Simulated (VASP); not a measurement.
Wanted: the native input for a VASP 6.6.1 run.

```
Task                   : single point
Functional             : PBE
Potentials or basis    : VASP PAW PBE potentials, release 64 (Te, Mo_sv)
Cutoff                 : 500 eV
k mesh                 : 6 × 6 × 2
Occupations            : tetrahedron
Spin                   : no spin polarisation
Dipole correction      : no
Further INCAR settings : ALGO = Normal; EDIFF = 1e-06; NBANDS = 20
```

The structure of Te2Mo lies in POSCAR:

```
Te2Mo
1.0
    3.5371201374      0.0000000000      0.0000000000
   -1.7685600687      3.0632358953      0.0000000000
    0.0000000000      0.0000000000      7.8268333715
Te Mo
2 1
Direct
    0.3333333333      0.6666666667      0.7705163254
    0.3333333333      0.6666666667      0.2294836746
    0.0000000000      0.0000000000      0.0000000000
```

These files were run (other wordings do the same):

INCAR

```
SYSTEM = Te2Mo
PREC     = Accurate       ! precision mode
ENCUT    = 500            ! plane-wave cutoff, eV
EDIFF    = 1E-6           ! SCF threshold, eV
ISMEAR   = -5             ! smearing method
SIGMA    = 0.1            ! smearing width, eV
LREAL    = .False.        ! projectors in reciprocal space
LASPH    = .True.         ! aspherical terms in the spheres
NELM     = 120            ! most SCF steps
ALGO     = Normal         ! electronic algorithm
ISIF     = 2              ! what is computed and relaxed
LWAVE    = .False.        ! write WAVECAR
LCHARG   = .False.        ! write CHGCAR
GGA      = PE             ! functional
NBANDS   = 20             ! bands
GGA_COMPAT= .False.
```

KPOINTS

```
regular mesh
0
Gamma
  6 6 2
  0 0 0
```

Potentials or basis: VASP PAW PBE potentials, release 64 (Te, Mo_sv).

Run with:

```sh
$ cat potpaw_PBE.64/Te/POTCAR potpaw_PBE.64/Mo_sv/POTCAR > POTCAR
$ mpirun -np 1 vasp_std > vasp.out
```

Results of the run:

```json
{"Pressure": "1.8 GPa", "Largest force": "0.206 eV/Å", "Band gap on the k mesh": "1.06 eV (least direct gap 1.07 eV)"}
```

Caveat: spin-orbit coupling is left out, which moves the levels of the heavy elements; this functional lacks dispersion, which binds the layers, so the pressure and a relaxed spacing across them are unreliable.

Run time: 19 s on 1 thread of AMD EPYC 9R45 96-Core Processor (Zen 5), on a shared host, peak memory 0.18 GiB.
